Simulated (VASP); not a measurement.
Wanted: the native input for a VASP 6.6.1 run.

```yaml
Task: relaxation of cell and atoms
Functional: PBE
Potentials_or_basis: VASP PAW PBE potentials, release 64 (Sn_d, F)
Cutoff: 600 eV
k_mesh: 6 × 6 × 6
Occupations: gaussian, width 0.1 eV
Spin: no spin polarisation
Dipole_correction: no
Further_INCAR_settings: ALGO = Normal; EDIFF = 1e-06; IBRION = 2; EDIFFG = -0.04; NSW = 90; ISIF = 3
```

The structure of Sn2F lies in POSCAR:

```
Sn2F
1.0
    5.1486561246      0.0000000000      0.0000000000
   -2.5743280623      4.4588669992      0.0000000000
    0.0000000000      0.0000000000      2.9075884197
Sn F
2 1
Direct
    0.3333333333      0.6666666667      0.0000000000
    0.6666666667      0.3333333333      0.0000000000
    0.0000000000      0.0000000000      0.0000000000
```

The cell was generated, and may not be a known phase.

These files were run (other wordings do the same):

INCAR

```
SYSTEM = Sn2F
ALGO = Normal
EDIFF = 1E-6
EDIFFG = -0.04
ENCUT = 600
GGA = PE
IBRION = 2
ISIF = 3
ISMEAR = 0
LASPH = .TRUE.
LCHARG = .FALSE.
LREAL = .FALSE.
LWAVE = .FALSE.
NELM = 60
NSW = 90
PREC = Accurate
SIGMA = 0.1
```

KPOINTS

```
k-points
0
G
  6 6 6
  0 0 0
```

Potentials or basis: VASP PAW PBE potentials, release 64 (Sn_d, F).

Command:

```sh
$ cat potpaw_PBE.64/Sn_d/POTCAR potpaw_PBE.64/F/POTCAR > POTCAR
$ mpirun -np 1 vasp_std > vasp.out
```

Results of the run:

The relaxed volume is 22.89 Å³/atom. The relaxed cell is a = 5.000 Å, b = 5.000 Å, c = 3.171 Å, α = 90.00°, β = 90.00°, γ = 120.00° and the space group after relaxing (to 0.1 Å) is P6/mmm (No. 191). The energy gained by relaxing is 77.8 meV/atom. The ionic steps are 6, the pressure after relaxing is -0.1 GPa and the band gap on the k mesh is zero (an odd number of electrons rules out a gap without spin polarisation).

Caveat: the k points lie up to 0.33 Å⁻¹ apart in the final cell, too coarse for converged energies and pressures of a metal; spin-orbit coupling is left out, which moves the levels of the heavy elements.

It took 4.5 min on 1 thread of Oxide Virtual Turin-like Processor (shared host), peak memory 0.19 GiB.
